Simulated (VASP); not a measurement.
# C in VASP: single point with PBE+D3(BJ)

Aim: the single point of C with PBE+D3(BJ).

All numbers are computed with VASP 6.6.1; they aren't measurements. Logs are shortened: lines on timing, memory, paths and dates and some standing lists are left out, and cuts for length are marked.

### 1 The cell of the first run

The cell holds a slab with vacuum, 4 atoms: a = 2.466 Å, b = 2.466 Å, c = 17.500 Å, α = 90.00°, β = 90.00°, γ = 120.00°.

### 2 Single point, PBE+D3(BJ)

Contents of INCAR:

```
PREC     = Accurate       # precision mode
ENCUT    = 520            # plane-wave cutoff, eV
EDIFF    = 1E-6           # SCF threshold, eV
ISMEAR   = 0              # smearing method
SIGMA    = 0.1            # smearing width, eV
LREAL    = F              # projectors in reciprocal space
LASPH    = T              # aspherical terms in the spheres
NELM     = 100            # most SCF steps
ALGO     = Normal         # electronic algorithm
ISIF     = 2              # what is computed and relaxed
LWAVE    = F              # write WAVECAR
LCHARG   = T              # write CHGCAR
LDIPOL   = T            
IDIPOL   = 3            
DIPOL    = 0.5 0.5 0.360
GGA      = PE             # functional
IVDW     = 12             # dispersion correction
LELF     = T              # ELF
LVHAR    = T            
LVACPOTAV= T            
NBANDS   = 16             # bands
```

Contents of KPOINTS:

```
Automatic mesh
0
Gamma
  15 15 1
```

Contents of POSCAR:

```
C
1.0
    2.4656524409      0.0000000000      0.0000000000
   -1.2328262205      2.1353176507      0.0000000000
    0.0000000000      0.0000000000     17.5000663885
C
4
Direct
    0.6666666667      0.3333333333      0.2571437784
    0.3333333333      0.6666666667      0.2571418816
    1.0000000000      1.0000000000      0.4634306070
    0.6666666667      1.3333333333      0.4634287102
```

Potentials or basis: VASP PAW PBE potentials, release 64 (C).

Launch:

```bash
cat potpaw_PBE.64/C/POTCAR > POTCAR
mpirun -np 1 vasp_std > vasp.out
```

OUTCAR:

```text
PREC = Accurate
   ENCUT = 520
   EDIFF = 1E-6
   ISMEAR = 0
   LREAL = F
   LASPH = T
   NELM = 100
   ISIF = 2
   GGA = PE
   IVDW = 12
 IVDW          = 12

 ion  position               nearest neighbor table
   1  0.667  0.333  0.257-   2 1.42   2 1.42   2 1.42
   2  0.333  0.667  0.257-   1 1.42   1 1.42   1 1.42
   3  0.000  0.000  0.463-   4 1.42   4 1.42   4 1.42
   4  0.667  0.333  0.463-   3 1.42   3 1.42   3 1.42

  LATTYP: Found a hexagonal cell.
 ALAT       =     2.4656524409
 C/A-ratio  =     7.0975398228

  Lattice vectors:

 A1 = (   2.4656524409,   0.0000000000,   0.0000000000)
 A2 = (  -1.2328262205,   2.1353176507,   0.0000000000)
 A3 = (   0.0000000000,   0.0000000000,  17.5000663885)

Analysis of symmetry for initial positions (statically):
=====================================================================
 Subroutine PRICEL returns:
 Original cell was already a primitive cell.

 Routine SETGRP: Setting up the symmetry group for a
 hexagonal supercell.

 Subroutine GETGRP returns: Found 12 space group operations
 (whereof  6 operations were pure point group operations)
 out of a pool of 24 trial point group operations.

The static configuration has the point symmetry C_3v.
 The point group associated with its full space group is D_3d.

Analysis of symmetry for dynamics (positions and initial velocities):
=====================================================================
 Subroutine PRICEL returns:
 Original cell was already a primitive cell.

 Routine SETGRP: Setting up the symmetry group for a
 hexagonal supercell.

 Subroutine GETGRP returns: Found 12 space group operations
 (whereof  6 operations were pure point group operations)
 out of a pool of 24 trial point group operations.

The dynamic configuration has the point symmetry C_3v.
 The point group associated with its full space group is D_3d.

 Subroutine INISYM returns: Found 12 space group operations
 (whereof  6 operations are pure point group operations),
 and found     1 'primitive' translations

----------------------------------------------------------------------------------------

                                     Primitive cell

  volume of cell :      92.1370

  direct lattice vectors                    reciprocal lattice vectors
     2.465652441  0.000000000  0.000000000     0.405572166  0.234157199  0.000000000
    -1.232826221  2.135317651  0.000000000     0.000000000  0.468314398  0.000000000
     0.000000000  0.000000000 17.500066388     0.000000000  0.000000000  0.057142640

  length of vectors
     2.465652441  2.465652441 17.500066388     0.468314398  0.468314398  0.057142640

  position of ions in fractional coordinates (direct lattice)
     0.666666667  0.333333333  0.257143778
     0.333333333  0.666666667  0.257141882
     0.000000000  0.000000000  0.463430607
     0.666666667  0.333333333  0.463428710

  ion indices of the primitive-cell ions
   primitive index   ion index
                 1           1
                 2           2
                 3           3
                 4           4

----------------------------------------------------------------------------------------

 KPOINTS: Automatic mesh

Automatic generation of k-mesh.
 Grid dimensions read from file:
 generate k-points for:   15   15    1

 Generating k-lattice:

  Cartesian coordinates                     Fractional coordinates (reciprocal lattice)
     0.027038144  0.015610480  0.000000000     0.066666667  0.000000000  0.000000000
     0.000000000  0.031220960  0.000000000     0.000000000  0.066666667  0.000000000
     0.000000000  0.000000000  0.057142640     0.000000000  0.000000000  1.000000000

  Length of vectors
     0.031220960  0.031220960  0.057142640

  Shift w.r.t. Gamma in fractional coordinates (k-lattice)
     0.000000000  0.000000000  0.000000000

 Subroutine IBZKPT returns following result:
 ===========================================

 Found     27 irreducible k-points:

 Following reciprocal coordinates:
            Coordinates               Weight
  0.000000  0.000000  0.000000      1.000000
  0.066667  0.000000  0.000000      6.000000
  0.133333  0.000000  0.000000      6.000000
  0.200000  0.000000  0.000000      6.000000
  0.266667  0.000000  0.000000      6.000000
  0.333333  0.000000  0.000000      6.000000
[... 16 lines left out ...]
  0.333333  0.200000  0.000000     12.000000
  0.400000  0.200000  0.000000      6.000000
 [... further k-points ...]
   k-points           NKPTS =     27   k-points in BZ     NKDIM =     27   number of bands    NBANDS=     16
   number of dos      NEDOS =    301   number of ions     NIONS =      4
   total plane-waves  NPLWV =  45360
   dimension x,y,z NGX =    18 NGY =   18 NGZ =  140
   dimension x,y,z NGXF=    36 NGYF=   36 NGZF=  280
   ions per type =               4
   NGX,Y,Z   is equivalent  to a cutoff of  12.14, 12.14, 13.30 a.u.
   NGXF,Y,Z  is equivalent  to a cutoff of  24.27, 24.27, 26.60 a.u.
 SYSTEM =  unknown system
   PREC   = accura    normal or accurate (medium, high low for compatibility)
   ISTART =      0    job   : 0-new  1-cont  2-samecut
   ICHARG =      2    charge: 1-file 2-atom 10-const
   ISPIN  =      1    spin polarized calculation?
   LNONCOLLINEAR =      F non collinear calculations
   LSORBIT =      F    spin-orbit coupling
   LASPH  =      T    aspherical Exc in radial PAW
   ENCUT  =  520.0 eV  38.22 Ry    6.18 a.u.   4.58  4.58 32.54*2*pi/ulx,y,z
   NELM   =    100;   NELMIN=  2; NELMDL= -5     # of ELM steps
   EDIFF  = 0.1E-05   stopping-criterion for ELM
   LREAL  =      F    real-space projection
   EDIFFG = 0.1E-04   stopping-criterion for IOM
   NSW    =      0    number of steps for IOM
   IBRION =     -1    ionic relax: 0-MD 1-quasi-New 2-CG
   NFREE  =      0    steps in history (QN), initial steepest desc. (CG)
   ISIF   =      2    stress and relaxation
   ISYM   =      2    0-nonsym 1-usesym 2-fastsym
   POTIM  = 0.5000    time-step for ionic-motion
   TEBEG  =    0.0;   TEEND  =   0.0 temperature during run
   PSTRESS=    0.0 pullay stress
   NELECT =      16.0000    total number of electrons
   NUPDOWN=      -1.0000    fix difference up-down
   EMIN   =  10.00;   EMAX   =-10.00  energy-range for DOS
   EFERMI =   0.00;   METHOD = LEGACY
   ISMEAR =     0;   SIGMA  =   0.10  broadening in eV -4-tet -1-fermi 0-gaus
   EFERMI_NEDOS =   21; number of points for ismear=-14 and -15
   IALGO  =     38    algorithm
   IMIX   =      4    mixing-type and parameters
     AMIX     =   0.40;   BMIX     =  1.00
     AMIX_MAG =   1.60;   BMIX_MAG =  1.00
  volume/ion in A,a.u.               =      23.03       155.44
  Fermi-wavevector in a.u.,A,eV,Ry     =   0.913349  1.725980 11.350070  0.834207
  Thomas-Fermi vector in A             =   2.037850
   LORBIT       =      0    0 simple, 1 ext, 2 COOP (PROOUT), +10 PAW based schemes
   GGA     = PE    functional components
   LHFCALC =     F    Hartree Fock is set to
   AEXX    =    0.0000 exact exchange contribution
   IVDW    =    12    specifies the selected vdW correction
   LEPSILON=     F    determine dielectric tensor
   LRPA    =     F    only Hartree local field effects (RPA)
 non-spin polarized calculation
 Gauss-broadening in eV      SIGMA  =   0.10
  energy-cutoff  :      520.00
  volume of cell :       92.14
 maximum number of plane-waves:      2516
   NGX =  9   NGY =  9   NGZ = 65

 dipolmoment           0.000000      0.000000      0.000246 electrons x Angstroem

 number of electron      15.9999997 magnetization

 dipolmoment           0.000000      0.000000     -0.000002 electrons x Angstroem

 Free energy of the ion-electron system (eV)
  ---------------------------------------------------
  ext. energy  EPLUGINS =         0.00000000
  ---------------------------------------------------
  free energy    TOTEN  =       -36.89110993 eV

  energy without entropy =      -36.89009688  energy(sigma->0) =      -36.89060340

 E-fermi :  -0.8248     XC(G=0):  -4.4785

 val. band max:       -0.8248514721   @ k =   0.3333   0.3333   0.0000
 cond. band min:      -0.6058053200   @ k =   0.3333   0.3333   0.0000
 fundamental gap:      0.2190461521
 Fermi energy:        -0.8248194460

 k-point     1 :       0.0000    0.0000    0.0000
  band No.  band energies     occupation
      1     -20.3839      2.00000
      2     -20.3006      2.00000
      3      -8.7651      2.00000
      4      -8.1022      2.00000
      5      -3.8627      2.00000
      6      -3.8627      2.00000
[... 8 lines left out ...]
     15       7.4866      0.00000
     16       7.4995      0.00000

 k-point     2 :       0.0667    0.0000    0.0000
  band No.  band energies     occupation
      1     -20.2785      2.00000
      2     -20.1959      2.00000
      3      -8.6382      2.00000
      4      -7.9783      2.00000
      5      -4.2884      2.00000
      6      -4.2816      2.00000
[... 8 lines left out ...]
     15       7.5568      0.00000
     16       7.9376      0.00000

 k-point     3 :       0.1333    0.0000    0.0000
  band No.  band energies     occupation
      1     -19.9631      2.00000
      2     -19.8823      2.00000
      3      -8.2597      2.00000
      4      -7.6091      2.00000
      5      -5.4189      2.00000
      6      -5.4064      2.00000
[... 8 lines left out ...]
     15       7.5912      0.00000
     16       8.8397      0.00000
[... 362 lines left out ...]
 k-point    23 :       0.3333    0.2000    0.0000
  band No.  band energies     occupation
      1     -15.4457      2.00000
      2     -15.3906      2.00000
      3     -12.4852      2.00000
      4     -12.4477      2.00000
      5      -9.5427      2.00000
      6      -9.5177      2.00000
[... 8 lines left out ...]
     15      10.3505      0.00000
     16      11.1211      0.00000

 k-point    24 :       0.4000    0.2000    0.0000
  band No.  band energies     occupation
      1     -14.5060      2.00000
      2     -14.4779      2.00000
      3     -13.5110      2.00000
      4     -13.4926      2.00000
      5      -9.6761      2.00000
      6      -9.6497      2.00000
[... 8 lines left out ...]
     15      11.0388      0.00000
     16      11.1826      0.00000

 [... further k-points ...]

------------------------ aborting loop because EDIFF is reached ----------------------------------------

 Edisp (eV)   -0.45606

 E8    (eV) :    -0.1354

  FORCE on cell =-STRESS in cart. coord.  units (eV):
  Direction    XX          YY          ZZ          XY          YZ          ZX
  --------------------------------------------------------------------------------------
  -------------------------------------------------------------------------------------
  Total       0.14061     0.14061    -0.17837    -0.00000     0.00000    -0.00000
  in kB       2.44505     2.44505    -3.10169    -0.00000     0.00000    -0.00000
  external pressure =        0.60 kB  Pullay stress =        0.00 kB

 VOLUME and BASIS-vectors are now :
 -----------------------------------------------------------------------------
  energy-cutoff  :      520.00
  volume of cell :       92.14
      direct lattice vectors                 reciprocal lattice vectors
     2.465652441  0.000000000  0.000000000     0.405572166  0.234157199  0.000000000
    -1.232826221  2.135317651  0.000000000     0.000000000  0.468314398  0.000000000
     0.000000000  0.000000000 17.500066388     0.000000000  0.000000000  0.057142640

 POSITION                                       TOTAL-FORCE (eV/Angst)
 -----------------------------------------------------------------------------------
      1.23283      0.71177      4.50003        -0.000000      0.000000      0.026210
     -0.00000      1.42355      4.50000         0.000000      0.000000      0.016040
      0.00000      0.00000      8.11007        -0.000000      0.000000     -0.016040
      1.23283      0.71177      8.11003        -0.000000     -0.000000     -0.026210
 -----------------------------------------------------------------------------------
    total drift:                               -0.000000     -0.000000     -0.000094

  FREE ENERGIE OF THE ION-ELECTRON SYSTEM (eV)
  ---------------------------------------------------
  free  energy   TOTEN  =       -37.3471725360 eV

  energy  without entropy=      -37.3461594844  energy(sigma->0) =      -37.34666601

 vacuum level on the upper side and lower side of the slab         3.436         3.436
```

Wall time 98 s (1 thread of AMD EPYC 7R13, shared host); peak memory 0.18 GiB.

Results:

* Free energy: -37.3472 eV
* Largest force: 0.026 eV/Å
* Band gap on the k mesh: zero (filled and empty bands touch)
* Dispersion energy per atom: -0.114 eV

Forces on the atoms (eV/Å):
```
C    0.000  0.000  0.026
C    0.000  0.000  0.016
C    0.000  0.000 -0.016
C    0.000  0.000 -0.026
```

Levels at points of the mesh, in eV from the Fermi level:
| k point | band 6 | band 7 | band 8 | band 9 | band 10 | band 11 |
| --- | --- | --- | --- | --- | --- | --- |
| (0.00, 0.00, 0.00) | -3.04 | -3.03 | -3.03 | 3.35 | 3.84 | 4.71 |
